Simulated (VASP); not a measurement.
Wanted: the native input for a VASP 6.6.1 run.

| Item | Value |
| --- | --- |
| Task | single point |
| Functional | LDA |
| Potentials or basis | VASP PAW LDA potentials, release 64 (Hf_pv, O) |
| Cutoff | 520 eV |
| k mesh | 6 × 6 × 8 |
| Occupations | gaussian, width 0.05 eV |
| Spin | no spin polarisation |
| Dipole correction | no |
| Further INCAR settings | ALGO = Normal; EDIFF = 1e-07; NBANDS = 31 |

The structure of HfO2 lies in POSCAR:

```
HfO2
1.0
    5.1190591840     -0.0865201101     -0.2411787809
   -0.0865201101      4.6094740199     -0.0660372265
   -0.1606051485     -0.0439753386      3.1174314077
Hf O
2 4
Direct
    0.0740798166      0.0400947126     -0.0054685227
    0.5181217543      0.3824564297      0.4768916003
    0.0974343462      0.8314451598      0.3352827016
    0.2383301774      0.2723219629      0.1386350372
    0.7107629205      0.8114282395      0.0376346549
    0.8612709850      0.1622534954      0.5170245287
```

This cell differs from its parent crystal: atoms moved at random and the cell strained at random.

One way to write it, as run:

INCAR

```
  PREC = Accurate
  ENCUT = 520
  EDIFF = 1E-7
  ISMEAR = 0
  SIGMA = 0.05
  LREAL = False
  LASPH = True
  NELM = 100
  ALGO = Normal
  ISIF = 2
  LWAVE = False
  LCHARG = True
  LELF = True
  LVHAR = True
  NBANDS = 31
```

KPOINTS

```
Automatic mesh
0
Gamma
  6 6 8
```

Potentials or basis: VASP PAW LDA potentials, release 64 (Hf_pv, O).

Run with:

```bash
$ cat potpaw_LDA.64/Hf_pv/POTCAR potpaw_LDA.64/O/POTCAR > POTCAR
$ mpirun -np 1 vasp_std > vasp.out
```

It gave:

* Pressure: 125.3 GPa
* Largest force: 63.400 eV/Å
* Band gap on the k mesh: 0.04 eV (least direct gap 0.11 eV)

Caveat: the cell differs from its parent crystal (atoms moved at random and the cell strained at random); atoms lie so close that the PAW spheres overlap strongly, which falsifies energies and pressures; the cell stands under pressure; spin-orbit coupling is left out, which moves the levels of the heavy elements; forces of over 1 eV/Å act on the atoms, so gaps and moduli don't describe the material at rest.

It took 4.7 min on 1 thread of AMD EPYC 9R45 96-Core Processor (Zen 5), with other jobs on the host, peak memory 0.32 GiB.
